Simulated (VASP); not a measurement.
# CdO (Fm-3m) in VASP: single point with BLYP

Aim: the single point of CdO with BLYP.

Program: VASP 6.6.1. These are calculated values, not measurements. Logs are shortened: lines on timing, memory, paths and dates and some standing lists are left out, and cuts for length are marked.

**1. The cell of the first run**

Symmetry: Fm-3m, No. 225, cubic system. Conventional cell: a = 4.699 Å, b = 4.699 Å, c = 4.699 Å, α = 90.00°, β = 90.00°, γ = 90.00°. Within 3.1 Å of Cd (site symmetry m-3m) lie 6 O at 2.35 Å. Within 3.1 Å of O (site symmetry m-3m) lie 6 Cd at 2.35 Å.

**2. Single point, BLYP**

INCAR

```
PREC     = Accurate       # precision mode
ENCUT    = 700            # plane-wave cutoff, eV
EDIFF    = 1E-6           # SCF threshold, eV
ISMEAR   = -1             # smearing method
SIGMA    = 0.1            # smearing width, eV
LREAL    = F              # projectors in reciprocal space
LASPH    = T              # aspherical terms in the spheres
NELM     = 120            # most SCF steps
ALGO     = Normal         # electronic algorithm
ISIF     = 2              # what is computed and relaxed
LWAVE    = F              # write WAVECAR
LCHARG   = F              # write CHGCAR
GGA      = B5             # functional
ALDAX    = 1.0          
AGGAX    = 1.0          
AGGAC    = 1.0          
ALDAC    = 0.0          
NBANDS   = 20             # bands
GGA_COMPAT= F
```

KPOINTS

```
Automatic mesh
0
Gamma
  6 6 6
```

POSCAR

```
CdO
1.0
    3.3226950000      0.0000000000      0.0000000000
    1.6613475000      2.8775382790      0.0000000000
    1.6613475000      0.9591794263      2.7129691070
Cd O
1 1
Direct
    0.0000000000      0.0000000000      0.0000000000
    0.5000000000      0.5000000000      0.5000000000
```

Potentials or basis: VASP PAW PBE potentials, release 64 (Cd_sv_GW, O).

Run with:

```bash
cat potpaw_PBE.64/Cd_sv_GW/POTCAR potpaw_PBE.64/O/POTCAR > POTCAR
mpirun -np 1 vasp_std > vasp.out
```

OUTCAR:

```text
PREC = Accurate
   ENCUT = 700
   EDIFF = 1E-6
   ISMEAR = -1
   LREAL = F
   LASPH = T
   NELM = 120
   ISIF = 2
   GGA = B5

 ion  position               nearest neighbor table
   1  0.000  0.000  0.000-
   2  0.500  0.500  0.500-

  LATTYP: Found a face centered cubic cell.
 ALAT       =     4.6990003326

  Lattice vectors:

 A1 = (   3.3226950000,   0.0000000000,   0.0000000000)
 A2 = (   1.6613475000,   2.8775382790,   0.0000000000)
 A3 = (   1.6613475000,   0.9591794263,   2.7129691070)

Analysis of symmetry for initial positions (statically):
=====================================================================
 Subroutine PRICEL returns:
 Original cell was already a primitive cell.

 Routine SETGRP: Setting up the symmetry group for a
 face centered cubic supercell.

 Subroutine GETGRP returns: Found 48 space group operations
 (whereof 48 operations were pure point group operations)
 out of a pool of 48 trial point group operations.

The static configuration has the point symmetry O_h .

Analysis of symmetry for dynamics (positions and initial velocities):
=====================================================================
 Subroutine PRICEL returns:
 Original cell was already a primitive cell.

 Routine SETGRP: Setting up the symmetry group for a
 face centered cubic supercell.

 Subroutine GETGRP returns: Found 48 space group operations
 (whereof 48 operations were pure point group operations)
 out of a pool of 48 trial point group operations.

The dynamic configuration has the point symmetry O_h .

 Subroutine INISYM returns: Found 48 space group operations
 (whereof 48 operations are pure point group operations),
 and found     1 'primitive' translations

----------------------------------------------------------------------------------------

                                     Primitive cell

  volume of cell :      25.9392

  direct lattice vectors                    reciprocal lattice vectors
     3.322695000  0.000000000  0.000000000     0.300960515 -0.173759635 -0.122866616
     1.661347500  2.877538279  0.000000000     0.000000000  0.347519269 -0.122866616
     1.661347500  0.959179426  2.712969107     0.000000000  0.000000000  0.368599848

  length of vectors
     3.322695000  3.322695000  3.322695000     0.368599848  0.368599848  0.368599848

  position of ions in fractional coordinates (direct lattice)
     0.000000000  0.000000000  0.000000000
     0.500000000  0.500000000  0.500000000

  ion indices of the primitive-cell ions
   primitive index   ion index
                 1           1
                 2           2

----------------------------------------------------------------------------------------

 KPOINTS: Automatic mesh

Automatic generation of k-mesh.
 Grid dimensions read from file:
 generate k-points for:    6    6    6

 Generating k-lattice:

  Cartesian coordinates                     Fractional coordinates (reciprocal lattice)
     0.050160086 -0.028959939 -0.020477769     0.166666667  0.000000000  0.000000000
     0.000000000  0.057919878 -0.020477769     0.000000000  0.166666667  0.000000000
     0.000000000  0.000000000  0.061433308     0.000000000  0.000000000  0.166666667

  Length of vectors
     0.061433308  0.061433308  0.061433308

  Shift w.r.t. Gamma in fractional coordinates (k-lattice)
     0.000000000  0.000000000  0.000000000

 Subroutine IBZKPT returns following result:
 ===========================================

 Found     16 irreducible k-points:

 Following reciprocal coordinates:
            Coordinates               Weight
  0.000000  0.000000  0.000000      1.000000
  0.166667  0.000000  0.000000      8.000000
  0.333333 -0.000000  0.000000      8.000000
  0.500000  0.000000  0.000000      4.000000
  0.166667  0.166667  0.000000      6.000000
  0.333333  0.166667  0.000000     24.000000
[... 8 lines left out ...]
 -0.333333  0.333333  0.166667     24.000000
 -0.333333  0.500000  0.166667     12.000000
   k-points           NKPTS =     16   k-points in BZ     NKDIM =     16   number of bands    NBANDS=     20
   number of dos      NEDOS =    301   number of ions     NIONS =      2
   total plane-waves  NPLWV =  27000
   dimension x,y,z NGX =    30 NGY =   30 NGZ =   30
   dimension x,y,z NGXF=    60 NGYF=   60 NGZF=   60
   ions per type =               1   1
   NGX,Y,Z   is equivalent  to a cutoff of  15.01, 15.01, 15.01 a.u.
   NGXF,Y,Z  is equivalent  to a cutoff of  30.02, 30.02, 30.02 a.u.
 SYSTEM =  unknown system
   PREC   = accura    normal or accurate (medium, high low for compatibility)
   ISTART =      0    job   : 0-new  1-cont  2-samecut
   ICHARG =      2    charge: 1-file 2-atom 10-const
   ISPIN  =      1    spin polarized calculation?
   LNONCOLLINEAR =      F non collinear calculations
   LSORBIT =      F    spin-orbit coupling
   LASPH  =      T    aspherical Exc in radial PAW
   ENCUT  =  700.0 eV  51.45 Ry    7.17 a.u.   7.17  7.17  7.17*2*pi/ulx,y,z
   NELM   =    120;   NELMIN=  2; NELMDL= -5     # of ELM steps
   EDIFF  = 0.1E-05   stopping-criterion for ELM
   LREAL  =      F    real-space projection
   EDIFFG = 0.1E-04   stopping-criterion for IOM
   NSW    =      0    number of steps for IOM
   IBRION =     -1    ionic relax: 0-MD 1-quasi-New 2-CG
   NFREE  =      0    steps in history (QN), initial steepest desc. (CG)
   ISIF   =      2    stress and relaxation
   ISYM   =      2    0-nonsym 1-usesym 2-fastsym
   POTIM  = 0.5000    time-step for ionic-motion
   TEBEG  =    0.0;   TEEND  =   0.0 temperature during run
   PSTRESS=    0.0 pullay stress
   NELECT =      26.0000    total number of electrons
   NUPDOWN=      -1.0000    fix difference up-down
   EMIN   =  10.00;   EMAX   =-10.00  energy-range for DOS
   EFERMI =   0.00;   METHOD = LEGACY
   ISMEAR =    -1;   SIGMA  =   0.10  broadening in eV -4-tet -1-fermi 0-gaus
   EFERMI_NEDOS =   21; number of points for ismear=-14 and -15
   IALGO  =     38    algorithm
   IMIX   =      4    mixing-type and parameters
     AMIX     =   0.40;   BMIX     =  1.00
     AMIX_MAG =   1.60;   BMIX_MAG =  1.00
  volume/ion in A,a.u.               =      12.97        87.52
  Fermi-wavevector in a.u.,A,eV,Ry     =   1.638377  3.096083 36.521829  2.684279
  Thomas-Fermi vector in A             =   2.729360
   LORBIT       =      0    0 simple, 1 ext, 2 COOP (PROOUT), +10 PAW based schemes
   GGA     = B5    functional components
   LHFCALC =     F    Hartree Fock is set to
   AEXX    =    0.0000 exact exchange contribution
   IVDW    =     0    specifies the selected vdW correction
   LEPSILON=     F    determine dielectric tensor
   LRPA    =     F    only Hartree local field effects (RPA)
 non-spin polarized calculation
  energy-cutoff  :      700.00
  volume of cell :       25.94
 maximum number of plane-waves:      1113
 NGX is ok and might be reduce to    30
   NGX = 15   NGY = 15   NGZ = 15

 number of electron      25.9999995 magnetization

 Free energy of the ion-electron system (eV)
  ---------------------------------------------------
  ext. energy  EPLUGINS =         0.00000000
  ---------------------------------------------------
  free energy    TOTEN  =        -6.99148941 eV

  energy without entropy =       -6.98717540  energy(sigma->0) =       -6.98933240

 E-fermi :   5.6529     XC(G=0): -11.3886

 val. band max:        5.3568586845   @ k =   0.5000   0.0000   0.0000
 cond. band min:       6.9923480611   @ k =   0.1667   0.0000   0.0000
 fundamental gap:      1.6354893766
 Fermi energy:         5.6528973014

 k-point     1 :       0.0000    0.0000    0.0000
  band No.  band energies     occupation
      1     -94.7538      2.00000
      2     -56.0468      2.00000
      3     -56.0468      2.00000
      4     -56.0468      2.00000
      5     -11.8870      2.00000
      6      -1.4142      2.00000
[... 12 lines left out ...]
     19      23.4382      0.00000
     20      23.4382      0.00000

 k-point     2 :       0.1667    0.0000    0.0000
  band No.  band energies     occupation
      1     -94.7535      2.00000
      2     -56.0509      2.00000
      3     -56.0474      2.00000
      4     -56.0474      2.00000
      5     -11.7051      2.00000
      6      -1.5319      2.00000
[... 12 lines left out ...]
     19      24.3447      0.00000
     20      24.3447      0.00000

 k-point     3 :       0.3333   -0.0000    0.0000
  band No.  band energies     occupation
      1     -94.7530      2.00000
      2     -56.0593      2.00000
      3     -56.0487      2.00000
      4     -56.0487      2.00000
      5     -11.3123      2.00000
      6      -1.9749      2.00000
[... 12 lines left out ...]
     19      25.8798      0.00000
     20      25.8798      0.00000

 k-point     4 :       0.5000    0.0000    0.0000
  band No.  band energies     occupation
      1     -94.7528      2.00000
      2     -56.0635      2.00000
      3     -56.0493      2.00000
      4     -56.0493      2.00000
      5     -11.0981      2.00000
      6      -2.2975      2.00000
[... 12 lines left out ...]
     19      26.2336      0.00000
     20      27.6410      0.00000

 k-point     5 :       0.1667    0.1667    0.0000
  band No.  band energies     occupation
      1     -94.7534      2.00000
      2     -56.0507      2.00000
      3     -56.0484      2.00000
      4     -56.0484      2.00000
      5     -11.6651      2.00000
      6      -1.5737      2.00000
[... 12 lines left out ...]
     19      25.8636      0.00000
     20      27.5391      0.00000
[... 169 lines left out ...]
      6      -1.8517      2.00000
[... 12 lines left out ...]
     19      28.6392      0.00000
     20      29.9315      0.00000

 k-point    14 :       0.5000    0.3333    0.1667
  band No.  band energies     occupation
      1     -94.7527      2.00000
      2     -56.0592      2.00000
      3     -56.0539      2.00000
      4     -56.0508      2.00000
      5     -11.2236      2.00000
      6      -1.7258      2.00000
[... 12 lines left out ...]
     19      26.4222      0.00000
     20      28.8990      0.00000

 k-point    15 :      -0.3333    0.3333    0.1667
  band No.  band energies     occupation
      1     -94.7525      2.00000
      2     -56.0599      2.00000
      3     -56.0558      2.00000
      4     -56.0518      2.00000
      5     -11.1404      2.00000
      6      -1.8098      2.00000
[... 12 lines left out ...]
     19      24.5142      0.00000
     20      29.6626      0.00000

 k-point    16 :      -0.3333    0.5000    0.1667
  band No.  band energies     occupation
      1     -94.7524      2.00000
      2     -56.0602      2.00000
      3     -56.0557      2.00000
      4     -56.0535      2.00000
      5     -11.1811      2.00000
      6      -1.7131      2.00000
[... 12 lines left out ...]
     19      26.3335      0.00000
     20      29.7710      0.00000

------------------------ aborting loop because EDIFF is reached ----------------------------------------

  FORCE on cell =-STRESS in cart. coord.  units (eV):
  Direction    XX          YY          ZZ          XY          YZ          ZX
  --------------------------------------------------------------------------------------
  -------------------------------------------------------------------------------------
  Total        1.9030740      1.9030740      1.9030740     -0.0000000     -0.0000000      0.0000000
  in kB      117.5465341    117.5465341    117.5465341     -0.0000000     -0.0000000      0.0000000
  external PRESSURE =     117.5465341 kB  Pullay stress =       0.0000000 kB

 VOLUME and BASIS-vectors are now :
 -----------------------------------------------------------------------------
  energy-cutoff  :      700.00
  volume of cell :       25.94
      direct lattice vectors                 reciprocal lattice vectors
     3.322695000  0.000000000  0.000000000     0.300960515 -0.173759635 -0.122866616
     1.661347500  2.877538279  0.000000000     0.000000000  0.347519269 -0.122866616
     1.661347500  0.959179426  2.712969107     0.000000000  0.000000000  0.368599848

 POSITION                                       TOTAL-FORCE (eV/Angst)
 -----------------------------------------------------------------------------------
      0.00000      0.00000      0.00000         0.000000      0.000000      0.000000
      3.32269      1.91836      1.35648        -0.000000     -0.000000      0.000000
 -----------------------------------------------------------------------------------
    total drift:                                0.000000      0.000000     -0.000000

  FREE ENERGIE OF THE ION-ELECTRON SYSTEM (eV)
  ---------------------------------------------------
  free  energy   TOTEN  =        -6.9914894088 eV

  energy  without entropy=       -6.9871753971  energy(sigma->0) =       -6.98933240
```

Run time: 28 s. Hardware: 1 thread of Intel Xeon Platinum 8259CL at 2.50GHz (Skylake/Cascade Lake), shared host; peak memory 0.18 GiB.

What came out:

* Free energy: -6.9915 eV
* Pressure: 11.8 GPa
* Band gap on the k mesh: zero (bands 13 and 14 overlap by 0.25 eV)

Caveat: the k points lie up to 0.39 Å⁻¹ apart; semilocal functionals underestimate gaps, and a narrow one can read as zero; the PAW data sets were made with another functional, which shifts forces and pressure a little.

The gap in the log of VASP goes by the Fermi energy; the results here count the filled bands.